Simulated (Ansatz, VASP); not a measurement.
# Al2Cu in VASP and in Ansatz

INCAR

```
SYSTEM = Al2Cu
ALGO = Fast ; EDIFF = 1E-6
EDIFFG = -0.005 ; ENCUT = 600
GGA = PS ; IBRION = 2
ISIF = 3 ; ISMEAR = 0
LASPH = .TRUE. ; LCHARG = .FALSE.
LREAL = .FALSE. ; LWAVE = .FALSE.
NELM = 100 ; NSW = 70
PREC = Accurate ; SIGMA = 0.1
```

KPOINTS

```
k-points
0
G
  14 14 14
  0 0 0
```

POSCAR

```
Al2Cu
1.0
   -2.0446280084      2.0446280084      2.8912313631
    2.0446280084     -2.0446280084      2.8912313631
    2.0446280084      2.0446280084     -2.8912313631
Al Cu
2 1
Direct
    0.7500000000      0.2500000000      0.5000000000
    0.2500000000      0.7500000000      0.5000000000
    0.5000000000      0.5000000000      0.0000000000
```

Input for Ansatz:

```yaml
crystal:
  lattice:
    - [-2.0446280084, 2.0446280084, 2.8912313631]
    - [2.0446280084, -2.0446280084, 2.8912313631]
    - [2.0446280084, 2.0446280084, -2.8912313631]
  atoms:
    - { symbol: Al, position: [0.75, 0.25, 0.5] }
    - { symbol: Al, position: [0.25, 0.75, 0.5] }
    - { symbol: Cu, position: [0.5, 0.5, 0.0] }
basis:
  ecutwfc: 420
kpoints:
  mp_grid: { grid: [14, 14, 14] }
hamiltonian:
  xc: pbesol
scf:
  occupations: { method: gaussian, width: 0.1 }
output:
  forces: true
  stress: true
  eigenvalues: true
relax:
  adjacent_minimum: "off"
  f_tol: 0.005
  max_steps: 50
  cell: { stress_tol: 0.05 }
```

Alike in both runs: task relaxation of cell and atoms; functional PBEsol; k mesh 14 × 14 × 14; occupations gaussian, width 0.1 eV; no spin polarisation.

```csv
,VASP,Ansatz
version,VASP 6.6.1,Ansatz 0.2.0
potentials or method,"VASP PAW PBE potentials, release 64 (Al, Cu), cutoff 600 eV","scalar-relativistic, plane waves, PAW"
valence electrons in the cell,17,25
```

```csv
,VASP,Ansatz,Ansatz less VASP
"gap on the k mesh at the Fermi level, each at its own relaxed structure (eV)",none,none,-
relaxed volume (Å³/atom),15.69,15.64,-0.046
relaxed cell length with the largest relative difference (Å),4.053,4.049,-0.0039
```

VASP's potentials were made for PBE, not for PBEsol. A gap of «none» marks a metal or a gap that the smearing closes. VASP's potentials hold 17 valence electrons a cell and Ansatz's 25, so a difference there can come from the potentials and not from the codes.
